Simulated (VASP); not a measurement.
# Co (P6/mmm) in VASP: a series of runs, part 3 of 3

VASP 6.6.1. The steps go on from the part before.

### 4 Relaxation of cell and atoms, r2SCAN, collinear spin, ferromagnetic start

This run uses another cell than the first one: it holds 3 atoms, not 1.

POSCAR

```
Co
1.0
    4.1443119443      0.0000000000      0.0000000000
   -2.0721559722      3.5890794250      0.0000000000
    0.0000000000      0.0000000000      2.5406434094
Co
3
Direct
    0.0000000000      0.0000000000      0.0000000000
    0.3333333333      0.6666666667      0.5000000000
    0.6666666667      0.3333333333      0.5000000000
```

INCAR.step1

```
ALGO     = Normal         # electronic algorithm
EDIFF    = 1E-4           # SCF threshold, eV
ENCUT    = 600            # plane-wave cutoff, eV
GGA      = PE             # functional
ISMEAR   = 0              # smearing method
ISPIN    = 2              # spin polarisation
LASPH    = True           # aspherical terms in the spheres
LCHARG   = False          # write CHGCAR
LMAXMIX  = 4              # l up to which the mixer works
LREAL    = False          # projectors in reciprocal space
LWAVE    = True           # write WAVECAR
MAGMOM   = 2.29 2.31 2.31 # initial moments
NELM     = 150            # most SCF steps
PREC     = Accurate       # precision mode
SIGMA    = 0.1            # smearing width, eV
```

INCAR.step2

```
ALGO     = Normal         # electronic algorithm
EDIFF    = 1E-6           # SCF threshold, eV
EDIFFG   = -0.04          # ionic threshold
ENCUT    = 600            # plane-wave cutoff, eV
IBRION   = 2              # ionic algorithm
ISIF     = 3              # what is computed and relaxed
ISMEAR   = 0              # smearing method
ISPIN    = 2              # spin polarisation
ISTART   = 1            
LASPH    = True           # aspherical terms in the spheres
LCHARG   = False          # write CHGCAR
LMAXMIX  = 4              # l up to which the mixer works
LMIXTAU  = True         
LORBIT   = 11             # projections on sites
LREAL    = False          # projectors in reciprocal space
LWAVE    = False          # write WAVECAR
MAGMOM   = 2.29 2.31 2.31 # initial moments
METAGGA  = R2SCAN         # meta-GGA
NELM     = 150            # most SCF steps
NSW      = 90             # ionic steps
PREC     = Accurate       # precision mode
SIGMA    = 0.1            # smearing width, eV
```

KPOINTS

```
k-points
0
Gamma
  6 6 6
```

Potentials or basis: VASP PAW PBE potentials, release 64 (Co).

Command:

```console
$ cat potpaw_PBE.64/Co/POTCAR > POTCAR
$ cp INCAR.step1 INCAR
$ mpirun -np 1 vasp_std > vasp.out
$ cp INCAR.step2 INCAR
$ mpirun -np 1 vasp_std > vasp.out
```

OUTCAR:

```text
EDIFF = 1E-6
   EDIFFG = -0.04
   ENCUT = 600
   IBRION = 2
   ISIF = 3
   ISMEAR = 0
   ISPIN = 2
   ISTART = 1
   LASPH = True
   LORBIT = 11
   LREAL = False
   METAGGA = R2SCAN
   NELM = 150
   NSW = 90
   PREC = Accurate

 ion  position               nearest neighbor table
   1  0.000  0.000  0.000-   2 2.71   3 2.71   2 2.71   3 2.71   3 2.71   3 2.71   2 2.71   2 2.71
                             3 2.71   3 2.71   2 2.71   2 2.71
   2  0.333  0.667  0.500-   3 2.39   3 2.39   3 2.39   1 2.71   1 2.71   1 2.71   1 2.71   1 2.71
                             1 2.71
   3  0.667  0.333  0.500-   2 2.39   2 2.39   2 2.39   1 2.71   1 2.71   1 2.71   1 2.71   1 2.71
                             1 2.71

  LATTYP: Found a hexagonal cell.
 ALAT       =     4.1443119443
 C/A-ratio  =     0.6130434783

  Lattice vectors:

 A1 = (   4.1443119443,   0.0000000000,   0.0000000000)
 A2 = (  -2.0721559722,   3.5890794250,   0.0000000000)
 A3 = (   0.0000000000,   0.0000000000,   2.5406434094)

Analysis of symmetry for initial positions (statically):
=====================================================================
 Subroutine PRICEL returns:
 Original cell was already a primitive cell.

 Routine SETGRP: Setting up the symmetry group for a
 hexagonal supercell.

 Subroutine GETGRP returns: Found 24 space group operations
 (whereof 24 operations were pure point group operations)
 out of a pool of 24 trial point group operations.

The static configuration has the point symmetry D_6h.

Analysis of symmetry for dynamics (positions and initial velocities):
=====================================================================
 Subroutine PRICEL returns:
 Original cell was already a primitive cell.

 Routine SETGRP: Setting up the symmetry group for a
 hexagonal supercell.

 Subroutine GETGRP returns: Found 24 space group operations
 (whereof 24 operations were pure point group operations)
 out of a pool of 24 trial point group operations.

The dynamic configuration has the point symmetry D_6h.

Analysis of structural, dynamic, and magnetic symmetry:
=====================================================================
 Subroutine PRICEL returns:
 Original cell was already a primitive cell.

 Routine SETGRP: Setting up the symmetry group for a
 hexagonal supercell.

 Subroutine GETGRP returns: Found 24 space group operations
 (whereof 24 operations were pure point group operations)
 out of a pool of 24 trial point group operations.

The overall configuration has the point symmetry D_6h.

 Subroutine INISYM returns: Found 24 space group operations
 (whereof 24 operations are pure point group operations),
 and found     1 'primitive' translations

----------------------------------------------------------------------------------------

                                     Primitive cell

  volume of cell :      37.7902

  direct lattice vectors                    reciprocal lattice vectors
     4.144311944  0.000000000  0.000000000     0.241294578  0.139311489  0.000000000
    -2.072155972  3.589079425  0.000000000     0.000000000  0.278622979  0.000000000
     0.000000000  0.000000000  2.540643409     0.000000000  0.000000000  0.393601084

  length of vectors
     4.144311944  4.144311944  2.540643409     0.278622979  0.278622979  0.393601084

  position of ions in fractional coordinates (direct lattice)
     0.000000000  0.000000000  0.000000000
     0.333333333  0.666666667  0.500000000
     0.666666667  0.333333333  0.500000000

  ion indices of the primitive-cell ions
   primitive index   ion index
                 1           1
                 2           2
                 3           3

----------------------------------------------------------------------------------------

[... 52 lines left out ...]
   number of dos      NEDOS =    301   number of ions     NIONS =      3
   total plane-waves  NPLWV =  25920
   dimension x,y,z NGX =    36 NGY =   36 NGZ =   20
   dimension x,y,z NGXF=    72 NGYF=   72 NGZF=   40
   ions per type =               3
   NGX,Y,Z   is equivalent  to a cutoff of  14.44, 14.44, 13.09 a.u.
   NGXF,Y,Z  is equivalent  to a cutoff of  28.88, 28.88, 26.17 a.u.
 SYSTEM =  unknown system
   PREC   = accura    normal or accurate (medium, high low for compatibility)
   ISTART =      1    job   : 0-new  1-cont  2-samecut
   ICHARG =      0    charge: 1-file 2-atom 10-const
   ISPIN  =      2    spin polarized calculation?
   LNONCOLLINEAR =      F non collinear calculations
   LSORBIT =      F    spin-orbit coupling
   LASPH  =      T    aspherical Exc in radial PAW
   ENCUT  =  600.0 eV  44.10 Ry    6.64 a.u.   8.28  8.28  5.07*2*pi/ulx,y,z
   NELM   =    150;   NELMIN=  2; NELMDL=  0     # of ELM steps
   EDIFF  = 0.1E-05   stopping-criterion for ELM
   LREAL  =      F    real-space projection
   EDIFFG = -.4E-01   stopping-criterion for IOM
   NSW    =     90    number of steps for IOM
   IBRION =      2    ionic relax: 0-MD 1-quasi-New 2-CG
   NFREE  =      1    steps in history (QN), initial steepest desc. (CG)
   ISIF   =      3    stress and relaxation
   ISYM   =      2    0-nonsym 1-usesym 2-fastsym
   POTIM  = 0.5000    time-step for ionic-motion
   TEBEG  =    0.0;   TEEND  =   0.0 temperature during run
   PSTRESS=    0.0 pullay stress
   NELECT =      27.0000    total number of electrons
   NUPDOWN=      -1.0000    fix difference up-down
   EMIN   =  10.00;   EMAX   =-10.00  energy-range for DOS
   EFERMI =   0.00;   METHOD = LEGACY
   ISMEAR =     0;   SIGMA  =   0.10  broadening in eV -4-tet -1-fermi 0-gaus
   EFERMI_NEDOS =   21; number of points for ismear=-14 and -15
   IALGO  =     38    algorithm
   IMIX   =      4    mixing-type and parameters
     AMIX     =   0.40;   BMIX     =  1.00
     AMIX_MAG =   1.60;   BMIX_MAG =  1.00
  volume/ion in A,a.u.               =      12.60        85.01
  Fermi-wavevector in a.u.,A,eV,Ry     =   1.463535  2.765679 29.142777  2.141934
  Thomas-Fermi vector in A             =   2.579618
   LORBIT       =     11    0 simple, 1 ext, 2 COOP (PROOUT), +10 PAW based schemes
   METAGGA = R2SCAN    functional components
   LHFCALC =     F    Hartree Fock is set to
   AEXX    =    0.0000 exact exchange contribution
   IVDW    =     0    specifies the selected vdW correction
   LEPSILON=     F    determine dielectric tensor
   LRPA    =     F    only Hartree local field effects (RPA)
 conjugate gradient relaxation of ions
 spin polarized calculation
 Gauss-broadening in eV      SIGMA  =   0.10
  energy-cutoff  :      600.00
  volume of cell :       37.79
 maximum number of plane-waves:      1290
 NGX is ok and might be reduce to    36

--------------------------------------- Ionic step        1  -------------------------------------------

 number of electron      26.9999998 magnetization       5.4530483

 Free energy of the ion-electron system (eV)
  ---------------------------------------------------
  ext. energy  EPLUGINS =         0.00000000
  ---------------------------------------------------
  free energy    TOTEN  =       -38.98525087 eV

  energy without entropy =      -38.97109761  energy(sigma->0) =      -38.97817424

 E-fermi :   8.5008     XC(G=0): -13.6820

 val. band max:        8.4886767470   @ k =   0.3333   0.0000   0.0000
 cond. band min:       8.5052622950   @ k =   0.3333   0.1667   0.0000
 fundamental gap:      0.0165855480
 Fermi energy:         8.5007970686

 spin component 1

 k-point     1 :       0.0000    0.0000    0.0000
  band No.  band energies     occupation
      1      -0.0879      1.00000
      2       3.6223      1.00000
      3       4.6568      1.00000
      4       4.6568      1.00000
      5       4.7106      1.00000
      6       4.7106      1.00000
[... 1209 lines left out ...]
--------------------------------------- Ionic step        4  -------------------------------------------

 number of electron      27.0000013 magnetization       5.3205764

 Free energy of the ion-electron system (eV)
  ---------------------------------------------------
  ext. energy  EPLUGINS =         0.00000000
  ---------------------------------------------------
  free energy    TOTEN  =       -39.46349548 eV

  energy without entropy =      -39.45327211  energy(sigma->0) =      -39.45838379

 E-fermi :  10.4880     XC(G=0): -14.6971

 val. band max:       10.4852958115   @ k =   0.0000   0.0000   0.1667
 cond. band min:      10.4967905259   @ k =   0.5000   0.0000   0.3333
 fundamental gap:      0.0114947144
 Fermi energy:        10.4879654251

 spin component 1

 k-point     1 :       0.0000    0.0000    0.0000
  band No.  band energies     occupation
      1       1.0183      1.00000
      2       5.0132      1.00000
      3       6.3328      1.00000
      4       6.3328      1.00000
      5       6.3716      1.00000
      6       6.3717      1.00000
[... 1129 lines left out ...]
  FREE ENERGIE OF THE ION-ELECTRON SYSTEM (eV)
  ---------------------------------------------------
  free  energy   TOTEN  =       -39.4634954751 eV

  energy  without entropy=      -39.4532721058  energy(sigma->0) =      -39.45838379

 reached required accuracy - stopping structural energy minimisation

 total charge

# of ion       s       p       d       tot
------------------------------------------
    1        0.493   0.548   7.228   8.269
    2        0.528   0.576   7.248   8.351
    3        0.528   0.576   7.248   8.351
--------------------------------------------------
tot          1.549   1.699  21.724  24.972

 magnetization (x)

# of ion       s       p       d       tot
------------------------------------------
    1       -0.006  -0.080   1.861   1.775
    2       -0.005  -0.075   1.942   1.862
    3       -0.005  -0.075   1.942   1.862
--------------------------------------------------
tot         -0.016  -0.229   5.746   5.500
```

It took 4.7 min on 1 thread of Intel Xeon 6975P-C (Granite Rapids), shared host; peak memory 0.22 GiB.

Results:

```
Free energy                                           : -39.4635 eV
Relaxed volume                                        : 10.79 Å³/atom
Relaxed cell                                          : a = 3.938 Å, b = 3.938 Å, c = 2.412 Å, α = 90.00°, β = 90.00°, γ = 120.00°
Space group after relaxing (to 0.1 Å)                 : P6/mmm (No. 191)
Energy gained by relaxing                             : 159.4 meV/atom
Ionic steps                                           : 4
Pressure after relaxing                               : -0.2 GPa
Net moment                                            : 5.32 μB per cell
Site moments                                          : Co +1.77, +1.86 (each value once) μB
Valence electrons inside the program's atomic spheres : Co 8.27, 8.35 (each value once)
```

Step by step:
```
step  energy change (eV)  largest force (eV/Å)  pressure (GPa)  volume (Å³)
   1              0.0000                0.0000          -24.46        37.79
   2              0.0104                0.0000           42.51        28.22
   3             -0.4778                0.0000           -1.02        32.51
   4             -0.4782                0.0000           -0.17        32.38
```

Final structure:
```xyz
3
Lattice="3.9377 0.0000 0.0000 -1.9689 3.4102 0.0000 0.0000 0.0000 2.4117" Properties=species:S:1:pos:R:3 pbc="T T T"
Co    0.0000    0.0000    0.0000
Co    0.0000    2.2735    1.2058
Co    1.9689    1.1367    1.2058
```

Caveat: the k points lie up to 0.43 Å⁻¹ apart in the final cell; the PAW data sets were made with another functional, which shifts forces and pressure a little.

### 5 Overview

```csv
task,potentials or basis,cell,k mesh,cutoff (eV),gap on the mesh (eV),pressure (GPa),moment (μB),relaxed volume (Å³/atom)
relaxation of cell and atoms,"VASP PAW PBE potentials, release 64 (Co)","relaxed from a = 2.388, b = 2.388, c = 2.231 Å, angles 90.0, 90.0, 120.0°, 1 atom, atomic positions A",9 × 9 × 8,600,none,0.0,1.93,11.82
single point,"VASP PAW PBE potentials, release 64 (Co_sv)","a = 3.943, b = 3.943, c = 2.406 Å, angles 90.0, 90.0, 120.0°, 3 atoms, atomic positions B",6 × 6 × 6,660,none,-2.5,5.37,-
relaxation of cell and atoms,"VASP PAW PBE potentials, release 64 (Co)","relaxed from a = 4.144, b = 4.144, c = 2.541 Å, angles 90.0, 90.0, 120.0°, 3 atoms, atomic positions B",6 × 6 × 6,600,none,-0.2,5.32,10.79
```

Alike in all rows: level r2SCAN; spin collinear, ferromagnetic start; smearing gaussian 0.1 eV.

Caveats: some runs use coarse meshes; the PAW data sets were made with another functional, which shifts forces and pressure a little.

Absolute energies hang on the potentials; compare differences alone.
